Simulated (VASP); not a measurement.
Crystal: AlN.

```
CELL_PARAMETERS angstrom
0.00000 2.20154 2.20154
2.20154 0.00000 2.20154
2.20154 2.20154 0.00000
ATOMIC_POSITIONS crystal
Al 0.00000 0.00000 0.00000
N 0.25000 0.25000 0.25000
```

```yaml
Program: VASP 6.6.1
Task: relaxation of cell and atoms
Functional: r2SCAN
Potentials_or_basis: VASP PAW PBE potentials, release 64 (Al, N)
Cutoff: 600 eV
k_mesh: 10 × 10 × 10
Occupations: fermi-dirac, width 0.02 eV
Spin: no spin polarisation
```

At the start: pressure -4.9 GPa; volume 10.67 Å³/atom.

**Question.** Where does the relaxation end?

**Answer.** Over 4 steps the energy falls by 4.0 meV/atom and the volume is 10.41 Å³/atom (-2.4 %); space group F-43m (No. 216, to 0.1 Å) before and after.

The path:
```tsv
step	energy change (eV)	largest force (eV/Å)	pressure (GPa)	volume (Å³)
1	0.0000	0.0000	-4.93	21.34
2	-0.0001	0.0000	5.23	20.34
3	-0.0080	0.0000	-0.08	20.83
4	-0.0080	0.0000	0.02	20.82
```

Final structure:
```
Al N
1.0
     0.00000    2.18365    2.18365
     2.18365    0.00000    2.18365
     2.18365    2.18365    0.00000
Al N
1 1
Direct
  0.00000 0.00000 0.00000
  0.25000 0.25000 0.25000
```

Caveat: the structure was generated, so it needn't be the stable form of AlN; the PAW data sets were made with another functional, which shifts forces and pressure a little.
